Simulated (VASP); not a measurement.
A run of VASP 6.6.1 is set up as follows.

File INCAR:

```
SYSTEM = ZrBeF4
ALGO     = Normal         ! electronic algorithm
EDIFF    = 1E-7           ! SCF threshold, eV
EDIFFG   = -0.04          ! ionic threshold
ENCUT    = 600            ! plane-wave cutoff, eV
GGA      = PE             ! functional
IBRION   = 2              ! ionic algorithm
ISIF     = 3              ! what is computed and relaxed
ISMEAR   = 0              ! smearing method
LASPH    = .True.         ! aspherical terms in the spheres
LCHARG   = .False.        ! write CHGCAR
LREAL    = .False.        ! projectors in reciprocal space
LWAVE    = .False.        ! write WAVECAR
NELM     = 100            ! most SCF steps
NSW      = 90             ! ionic steps
PREC     = Accurate       ! precision mode
SIGMA    = 0.1            ! smearing width, eV
```

The input KPOINTS:

```
k-points
0
Gamma
  4 4 4
  0 0 0
```

File POSCAR:

```
ZrBeF4
1.0
    0.0000000000      3.4020898200      3.4020898200
    3.4020898200      0.0000000000      3.4020898200
    3.4020898200      3.4020898200      0.0000000000
Zr Be F
1 1 4
Direct
    0.0000000000      0.0000000000      0.0000000000
    0.7500000000      0.7500000000      0.7500000000
    0.8750000000      0.3750000000      0.3750000000
    0.3750000000      0.3750000000      0.3750000000
    0.3750000000      0.8750000000      0.3750000000
    0.3750000000      0.3750000000      0.8750000000
```

Potentials or basis: VASP PAW PBE potentials, release 64 (Zr_sv, Be, F).

Run with:

```bash
$ cat potpaw_PBE.64/Zr_sv/POTCAR potpaw_PBE.64/Be/POTCAR potpaw_PBE.64/F/POTCAR > POTCAR
$ mpirun -np 1 vasp_std > vasp.out
```

Question: Estimate the band gap on the k mesh.

Answer: 0.23 eV (least direct gap 0.53 eV).

Question: What does it give for the relaxed cell?

Answer: a = 4.519 Å, b = 4.519 Å, c = 4.519 Å, α = 60.00°, β = 60.00°, γ = 60.00°.

Final structure:
```
Zr Be F
1.0
     0.00000    3.19548    3.19548
     3.19548    0.00000    3.19548
     3.19548    3.19548    0.00000
Zr Be F
1 1 4
Direct
  0.00000 0.00000 0.00000
  0.75000 0.75000 0.75000
  0.87534 0.37489 0.37489
  0.37489 0.37489 0.37489
  0.37489 0.87534 0.37489
  0.37489 0.37489 0.87534
```

 A k mesh can miss the band edges.
